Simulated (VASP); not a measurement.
Write the native input for VASP 6.6.1 that does the following.

- Task: single point
- Functional: PBE
- Potentials or basis: VASP PAW PBE potentials, release 64 (Ta_pv, Re)
- Cutoff: 520 eV
- k mesh: 10 × 10 × 10
- Occupations: gaussian, width 0.1 eV
- Spin: no spin polarisation
- Dipole correction: no
- Further INCAR settings: ALGO = Fast; EDIFF = 1e-06; NBANDS = 38

The structure of Ta2Re lies in POSCAR:

```
Ta2Re
1.0
   -2.5841544672      2.5841544672      4.1694508651
    2.5841544672     -2.5841544672      4.1694508651
    2.5841544672      2.5841544672     -4.1694508651
Ta Re
4 2
Direct
    0.3187368399      0.3187368399      0.0000000000
    0.0687368399      0.5687368399      0.5000000000
    0.4312631601      0.9312631601      0.5000000000
    0.6812631601      0.6812631601      0.0000000000
    0.0000000000      0.0000000000      0.0000000000
    0.7500000000      0.2500000000      0.5000000000
```

One way to write it, as run:

INCAR

```
ALGO     = Fast           # electronic algorithm
EDIFF    = 1E-6           # SCF threshold, eV
ENCUT    = 520            # plane-wave cutoff, eV
GGA      = PE             # functional
ISIF     = 2              # what is computed and relaxed
ISMEAR   = 0              # smearing method
LASPH    = T              # aspherical terms in the spheres
LCHARG   = F              # write CHGCAR
LREAL    = F              # projectors in reciprocal space
LWAVE    = F              # write WAVECAR
NBANDS   = 38             # bands
NELM     = 60             # most SCF steps
PREC     = Accurate       # precision mode
SIGMA    = 0.1            # smearing width, eV
```

KPOINTS

```
k-points
0
Gamma
  10 10 10
```

Potentials or basis: VASP PAW PBE potentials, release 64 (Ta_pv, Re).

Run with:

```sh
$ cat potpaw_PBE.64/Ta_pv/POTCAR potpaw_PBE.64/Re/POTCAR > POTCAR
$ mpirun -np 1 vasp_std > vasp.out
```

It gave:

The pressure is 0.2 GPa. The largest force is 0.004 eV/Å. The band gap on the k mesh is zero (bands 29 and 30 overlap by 1.17 eV).

Caveat: spin-orbit coupling is left out, which moves the levels of the heavy elements.

Wall time 16 min on 1 thread of Intel(R) Xeon(R) Platinum 8375C CPU @ 2.90GHz (Ice Lake) (shared host), peak memory 0.51 GiB.
